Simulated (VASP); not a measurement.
# LaP (I4/mmm) in VASP: notebook

The runs below take LaP through single point, with LDA.

Program: VASP 6.6.1. These are calculated values, not measurements. Logs are shortened: lines on timing, memory, paths and dates and some standing lists are left out, and cuts for length are marked.

### 1 The cell of the first run

The structure is tetragonal, space group I4/mmm (No. 139). Conventional cell: a = 4.260 Å, b = 4.260 Å, c = 5.904 Å, α = 90.00°, β = 90.00°, γ = 90.00°. Within 3.9 Å of La (site symmetry 4/mmm) lie 6 P at 2.95 to 3.01 Å. Within 3.9 Å of P (site symmetry 4/mmm) lie 6 La at 2.95 to 3.01 Å.

### 2 Single point, LDA (zz strain of -2 %)

INCAR

```
PREC = Accurate
ENCUT = 520
EDIFF = 1E-7
ISMEAR = -1
SIGMA = 0.03
LREAL = F
LASPH = T
NELM = 60
ALGO = Normal
ISIF = 2
LWAVE = F
LCHARG = F
NBANDS = 15
```

KPOINTS

```
regular mesh
0
Gamma
  10 10 10
```

POSCAR

```
LaP
1.0
    0.0000000000      3.0125000000      2.9522500000
    3.0125000000      0.0000000000      2.9522500000
    3.0125000000      3.0125000000      0.0000000000
La P
1 1
Direct
    0.0000000000      0.0000000000      0.0000000000
    0.5000000000      0.5000000000      0.5000000000
```

Potentials or basis: VASP PAW LDA potentials, release 64 (La, P).

Started as:

```bash
$ cat potpaw_LDA.64/La/POTCAR potpaw_LDA.64/P/POTCAR > POTCAR
$ mpirun -np 1 vasp_std > vasp.out
```

OUTCAR:

```text
PREC = Accurate
   ENCUT = 520
   EDIFF = 1E-7
   ISMEAR = -1
   LREAL = F
   LASPH = T
   NELM = 60
   ISIF = 2

 ion  position               nearest neighbor table
   1  0.000  0.000  0.000-   2 2.95   2 2.95   2 3.01   2 3.01   2 3.01   2 3.01
   2  0.500  0.500  0.500-   1 2.95   1 2.95   1 3.01   1 3.01   1 3.01   1 3.01

  LATTYP: Found a body centered tetragonal cell.
 ALAT       =     4.2603183566
 C/A-ratio  =     1.3859292911

  Lattice vectors:

 A1 = (   0.0000000000,  -3.0125000000,  -2.9522500000)
 A2 = (   0.0000000000,   3.0125000000,  -2.9522500000)
 A3 = (   3.0125000000,   0.0000000000,   2.9522500000)

Analysis of symmetry for initial positions (statically):
=====================================================================
 Subroutine PRICEL returns:
 Original cell was already a primitive cell.

 Routine SETGRP: Setting up the symmetry group for a
 body centered tetragonal supercell.

 Subroutine GETGRP returns: Found 16 space group operations
 (whereof 16 operations were pure point group operations)
 out of a pool of 16 trial point group operations.

The static configuration has the point symmetry D_4h.

Analysis of symmetry for dynamics (positions and initial velocities):
=====================================================================
 Subroutine PRICEL returns:
 Original cell was already a primitive cell.

 Routine SETGRP: Setting up the symmetry group for a
 body centered tetragonal supercell.

 Subroutine GETGRP returns: Found 16 space group operations
 (whereof 16 operations were pure point group operations)
 out of a pool of 16 trial point group operations.

The dynamic configuration has the point symmetry D_4h.

 Subroutine INISYM returns: Found 16 space group operations
 (whereof 16 operations are pure point group operations),
 and found     1 'primitive' translations

----------------------------------------------------------------------------------------

                                     Primitive cell

  volume of cell :      53.5843

  direct lattice vectors                    reciprocal lattice vectors
     0.000000000  3.012500000  2.952250000    -0.165975104  0.165975104  0.169362351
     3.012500000  0.000000000  2.952250000     0.165975104 -0.165975104  0.169362351
     3.012500000  3.012500000  0.000000000     0.165975104  0.165975104 -0.169362351

  length of vectors
     4.217930335  4.217930335  4.260318357     0.289446154  0.289446154  0.289446154

  position of ions in fractional coordinates (direct lattice)
     0.000000000  0.000000000  0.000000000
     0.500000000  0.500000000  0.500000000

  ion indices of the primitive-cell ions
   primitive index   ion index
                 1           1
                 2           2

----------------------------------------------------------------------------------------

 KPOINTS: regular mesh

Automatic generation of k-mesh.
 Grid dimensions read from file:
 generate k-points for:   10   10   10

 Generating k-lattice:

  Cartesian coordinates                     Fractional coordinates (reciprocal lattice)
    -0.016597510  0.016597510  0.016936235     0.100000000  0.000000000  0.000000000
     0.016597510 -0.016597510  0.016936235     0.000000000  0.100000000  0.000000000
     0.016597510  0.016597510 -0.016936235     0.000000000  0.000000000  0.100000000

  Length of vectors
     0.028944615  0.028944615  0.028944615

  Shift w.r.t. Gamma in fractional coordinates (k-lattice)
     0.000000000  0.000000000  0.000000000

 Subroutine IBZKPT returns following result:
 ===========================================

 Found    102 irreducible k-points:

 Following reciprocal coordinates:
            Coordinates               Weight
  0.000000  0.000000  0.000000      1.000000
  0.100000 -0.000000  0.000000      8.000000
  0.200000 -0.000000  0.000000      8.000000
  0.300000 -0.000000  0.000000      8.000000
  0.400000 -0.000000  0.000000      8.000000
  0.500000 -0.000000  0.000000      4.000000
[... 16 lines left out ...]
  0.300000  0.300000  0.000000      2.000000
  0.400000  0.300000  0.000000      8.000000
 [... further k-points ...]
   k-points           NKPTS =    102   k-points in BZ     NKDIM =    102   number of bands    NBANDS=     15
   number of dos      NEDOS =    301   number of ions     NIONS =      2
   total plane-waves  NPLWV =  32768
   dimension x,y,z NGX =    32 NGY =   32 NGZ =   32
   dimension x,y,z NGXF=    64 NGYF=   64 NGZF=   64
   ions per type =               1   1
   NGX,Y,Z   is equivalent  to a cutoff of  12.61, 12.61, 12.49 a.u.
   NGXF,Y,Z  is equivalent  to a cutoff of  25.23, 25.23, 24.97 a.u.
 SYSTEM =  unknown system
   PREC   = accura    normal or accurate (medium, high low for compatibility)
   ISTART =      0    job   : 0-new  1-cont  2-samecut
   ICHARG =      2    charge: 1-file 2-atom 10-const
   ISPIN  =      1    spin polarized calculation?
   LNONCOLLINEAR =      F non collinear calculations
   LSORBIT =      F    spin-orbit coupling
   LASPH  =      T    aspherical Exc in radial PAW
   ENCUT  =  520.0 eV  38.22 Ry    6.18 a.u.   7.84  7.84  7.92*2*pi/ulx,y,z
   NELM   =     60;   NELMIN=  2; NELMDL= -5     # of ELM steps
   EDIFF  = 0.1E-06   stopping-criterion for ELM
   LREAL  =      F    real-space projection
   EDIFFG = 0.1E-05   stopping-criterion for IOM
   NSW    =      0    number of steps for IOM
   IBRION =     -1    ionic relax: 0-MD 1-quasi-New 2-CG
   NFREE  =      0    steps in history (QN), initial steepest desc. (CG)
   ISIF   =      2    stress and relaxation
   ISYM   =      2    0-nonsym 1-usesym 2-fastsym
   POTIM  = 0.5000    time-step for ionic-motion
   TEBEG  =    0.0;   TEEND  =   0.0 temperature during run
   PSTRESS=    0.0 pullay stress
   NELECT =      16.0000    total number of electrons
   NUPDOWN=      -1.0000    fix difference up-down
   EMIN   =  10.00;   EMAX   =-10.00  energy-range for DOS
   EFERMI =   0.00;   METHOD = LEGACY
   ISMEAR =    -1;   SIGMA  =   0.03  broadening in eV -4-tet -1-fermi 0-gaus
   EFERMI_NEDOS =   21; number of points for ismear=-14 and -15
   IALGO  =     38    algorithm
   IMIX   =      4    mixing-type and parameters
     AMIX     =   0.40;   BMIX     =  1.00
     AMIX_MAG =   1.60;   BMIX_MAG =  1.00
  volume/ion in A,a.u.               =      26.79       180.80
  Fermi-wavevector in a.u.,A,eV,Ry     =   1.094214  2.067765 16.290325  1.197305
  Thomas-Fermi vector in A             =   2.230515
   LORBIT       =      0    0 simple, 1 ext, 2 COOP (PROOUT), +10 PAW based schemes
   GGA     = CA    functional components
   LHFCALC =     F    Hartree Fock is set to
   AEXX    =    0.0000 exact exchange contribution
   IVDW    =     0    specifies the selected vdW correction
   LEPSILON=     F    determine dielectric tensor
   LRPA    =     F    only Hartree local field effects (RPA)
 non-spin polarized calculation
  energy-cutoff  :      520.00
  volume of cell :       53.58
 maximum number of plane-waves:      1454
   NGX = 15   NGY = 15   NGZ = 15

 number of electron      16.0000000 magnetization

 Free energy of the ion-electron system (eV)
  ---------------------------------------------------
  ext. energy  EPLUGINS =         0.00000000
  ---------------------------------------------------
  free energy    TOTEN  =       -14.69421349 eV

  energy without entropy =      -14.69345910  energy(sigma->0) =      -14.69383629

 E-fermi :   6.4648     XC(G=0): -10.0187

 val. band max:        6.4158885998   @ k =   0.4000   0.0000   0.4000
 cond. band min:       6.4666607224   @ k =   0.5000   0.0000   0.5000
 fundamental gap:      0.0507721225
 Fermi energy:         6.4648094221

 k-point     1 :       0.0000    0.0000    0.0000
  band No.  band energies     occupation
      1     -25.0772      2.00000
      2      -8.6441      2.00000
      3      -8.6307      2.00000
      4      -8.6307      2.00000
      5      -2.6890      2.00000
      6       6.5509      0.10742
      7       6.5509      0.10742
      8       6.6250      0.00956
      9       8.1449      0.00000
     10       8.1449      0.00000
     11       8.3170      0.00000
     12       9.0381      0.00000
     13       9.0614      0.00000
     14       9.1501      0.00000
     15       9.6130      0.00000

 k-point     2 :       0.1000   -0.0000    0.0000
  band No.  band energies     occupation
      1     -25.0720      2.00000
      2      -8.7202      2.00000
      3      -8.6432      2.00000
      4      -8.6372      2.00000
      5      -2.5430      2.00000
      6       6.0968      1.99999
      7       6.2502      1.99843
      8       6.3030      1.99094
      9       8.1785      0.00000
     10       8.2923      0.00000
     11       8.4074      0.00000
     12       9.1892      0.00000
     13       9.2204      0.00000
     14       9.2864      0.00000
     15       9.6168      0.00000

 k-point     3 :       0.2000   -0.0000    0.0000
  band No.  band energies     occupation
      1     -25.0582      2.00000
      2      -8.9266      2.00000
      3      -8.6552      2.00000
      4      -8.6541      2.00000
      5      -2.1625      2.00000
      6       5.1745      2.00000
      7       5.6920      2.00000
      8       5.7278      2.00000
      9       8.2412      0.00000
     10       8.6316      0.00000
     11       8.6998      0.00000
     12       9.3744      0.00000
     13       9.3950      0.00000
     14       9.4085      0.00000
     15       9.6204      0.00000
[... 343 lines left out ...]
 k-point    23 :       0.3000    0.3000    0.0000
  band No.  band energies     occupation
      1     -25.0276      2.00000
      2      -9.0827      2.00000
      3      -8.7839      2.00000
      4      -8.7839      2.00000
      5      -1.9896      2.00000
      6       4.5221      2.00000
      7       6.1974      1.99973
      8       6.1974      1.99973
      9       6.7607      0.00010
     10       9.2628      0.00000
     11       9.3187      0.00000
     12       9.3187      0.00000
     13       9.3258      0.00000
     14       9.5008      0.00000
     15       9.8871      0.00000

 k-point    24 :       0.4000    0.3000    0.0000
  band No.  band energies     occupation
      1     -25.0166      2.00000
      2      -9.1527      2.00000
      3      -8.8260      2.00000
      4      -8.8081      2.00000
      5      -1.9973      2.00000
      6       4.7658      2.00000
      7       5.8305      2.00000
      8       6.0577      2.00000
      9       6.9643      0.00000
     10       9.2846      0.00000
     11       9.3161      0.00000
     12       9.3842      0.00000
     13       9.3858      0.00000
     14       9.5290      0.00000
     15       9.7511      0.00000

 [... further k-points ...]

------------------------ aborting loop because EDIFF is reached ----------------------------------------

  FORCE on cell =-STRESS in cart. coord.  units (eV):
  Direction    XX          YY          ZZ          XY          YZ          ZX
  --------------------------------------------------------------------------------------
  -------------------------------------------------------------------------------------
  Total       -0.9239665     -0.9239665      0.0828774      0.0000000     -0.0000000     -0.0000000
  in kB      -27.6267353    -27.6267353      2.4780471      0.0000000     -0.0000000     -0.0000000
  external PRESSURE =     -17.5918078 kB  Pullay stress =       0.0000000 kB

 VOLUME and BASIS-vectors are now :
 -----------------------------------------------------------------------------
  energy-cutoff  :      520.00
  volume of cell :       53.58
      direct lattice vectors                 reciprocal lattice vectors
     0.000000000  3.012500000  2.952250000    -0.165975104  0.165975104  0.169362351
     3.012500000  0.000000000  2.952250000     0.165975104 -0.165975104  0.169362351
     3.012500000  3.012500000  0.000000000     0.165975104  0.165975104 -0.169362351

 POSITION                                       TOTAL-FORCE (eV/Angst)
 -----------------------------------------------------------------------------------
      0.00000      0.00000      0.00000         0.000000      0.000000      0.000000
      3.01250      3.01250      2.95225         0.000000      0.000000      0.000000
 -----------------------------------------------------------------------------------
    total drift:                                0.000000     -0.000000     -0.000000

  FREE ENERGIE OF THE ION-ELECTRON SYSTEM (eV)
  ---------------------------------------------------
  free  energy   TOTEN  =       -14.6942134898 eV

  energy  without entropy=      -14.6934590962  energy(sigma->0) =      -14.69383629
```

Run time: 2 min. Hardware: 1 thread of Intel Xeon 8259CL, shared host; peak memory 0.23 GiB.

What came out:

| Property | Result |
| --- | --- |
| Free energy | -14.6942 eV |
| Pressure | -1.8 GPa |
| Band gap on the k mesh | zero (bands 8 and 9 overlap by 0.26 eV) |

Levels at points of the mesh, in eV from the Fermi level:
```csv
k point,band 5,band 6,band 7,band 8,band 9,band 10,band 11,band 12
"(0.00, 0.00, 0.00)",-9.15,0.09,0.09,0.16,1.68,1.68,1.85,2.57
"(0.50, 0.00, 0.00)",-7.57,-3.10,-1.69,-1.69,2.43,2.71,2.72,3.00
"(0.50, 0.50, 0.00)",-8.78,-0.70,-0.19,-0.10,-0.10,2.85,2.88,2.99
"(0.50, 0.00, 0.50)",-8.78,-0.86,-0.19,-0.10,0.00,2.86,2.91,2.96
```

Caveat: the cell differs from its parent crystal (zz strain of -2 %); spin-orbit coupling is left out, which moves the levels of the heavy elements.

### 3 Single point, LDA (equal xx and yy strain of -1 %)

INCAR

```
SYSTEM = LaP
PREC = Accurate
ENCUT = 520
EDIFF = 1E-6
ISMEAR = -1
SIGMA = 0.03
LREAL = .False.
LASPH = .True.
NELM = 100
ALGO = Normal
ISIF = 2
LWAVE = .False.
LCHARG = .True.
GGA = CA
LELF = .True.
LVHAR = .True.
NBANDS = 15
```

KPOINTS

```
Automatic mesh
0
Gamma
  10 10 10
  0 0 0
```

POSCAR

```
LaP
1.0
    0.0000000000      2.9823750000      3.0125000000
    2.9823750000      0.0000000000      3.0125000000
    2.9823750000      2.9823750000      0.0000000000
La P
1 1
Direct
    0.0000000000      0.0000000000      0.0000000000
    0.5000000000      0.5000000000      0.5000000000
```

Potentials or basis: VASP PAW LDA potentials, release 64 (La, P).

Started as:

```bash
$ cat potpaw_LDA.64/La/POTCAR potpaw_LDA.64/P/POTCAR > POTCAR
$ mpirun -np 1 vasp_std > vasp.out
```

It took 1.9 min on 1 thread of Intel Xeon 8259CL, shared host; peak memory 0.23 GiB.

It converged, with:

```
Free energy            : -14.6992 eV
Pressure               : -1.8 GPa
Band gap on the k mesh : zero (bands 8 and 9 overlap by 0.19 eV)
```

Stress tensor (GPa, compression positive):
```
-1.33  0.00  0.00
 0.00 -1.33  0.00
 0.00  0.00 -2.77
```

Levels at points of the mesh, in eV from the Fermi level:
| k point | band 6 | band 7 | band 8 | band 9 | band 10 | band 11 |
| --- | --- | --- | --- | --- | --- | --- |
| (0.00, 0.00, 0.00) | 0.10 | 0.13 | 0.13 | 1.69 | 1.78 | 1.78 |
| (0.50, 0.00, 0.00) | -3.09 | -1.68 | -1.68 | 2.44 | 2.72 | 2.73 |
| (0.50, 0.50, 0.00) | -0.85 | -0.18 | -0.04 | -0.04 | 2.87 | 2.91 |
| (0.50, 0.00, 0.50) | -0.77 | -0.18 | -0.09 | -0.04 | 2.86 | 2.90 |

Caveat: the cell differs from its parent crystal (equal xx and yy strain of -1 %); spin-orbit coupling is left out, which moves the levels of the heavy elements.
